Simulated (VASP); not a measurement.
BN, 2 atoms in the cell. Symmetry: F-43m, No. 216, cubic system. The conventional cell has a = 3.501 Å, b = 3.501 Å, c = 3.501 Å, α = 90.00°, β = 90.00°, γ = 90.00°. Within 2.0 Å of B (site symmetry -43m) lie 4 N at 1.52 Å. N (site symmetry -43m) has 4 B at 1.52 Å within 2.0 Å.  This cell differs from its parent crystal: strain -3.0%.

| Quantity | Value |
| --- | --- |
| Program | VASP 6.6.1 |
| Task | single point |
| Functional | PBE |
| Potentials or basis | VASP PAW PBE potentials, release 64 (B, N) |
| Cutoff | 520 eV |
| k mesh | 12 × 12 × 12 |
| Occupations | fermi-dirac, width 0.02 eV |
| Spin | no spin polarisation |
| Dipole correction | no |
| Further INCAR settings | ALGO = Normal; EDIFF = 1e-06; NBANDS = 11 |

Potentials or basis: VASP PAW PBE potentials, release 64 (B, N).

Command:

```console
$ cat potpaw_PBE.64/B/POTCAR potpaw_PBE.64/N/POTCAR > POTCAR
$ mpirun -np 1 vasp_std > vasp.out
```

Hardware: 1 thread of Intel(R) Xeon(R) Platinum 8259CL CPU @ 2.50GHz (Skylake/Cascade Lake) (shared host).

How long does it take, and how much memory?

Wall time 7.9 s on 1 thread of Intel(R) Xeon(R) Platinum 8259CL CPU @ 2.50GHz (Skylake/Cascade Lake), with other jobs on the host, peak memory 0.12 GiB. Counts: scf iterations 12, k points 72.
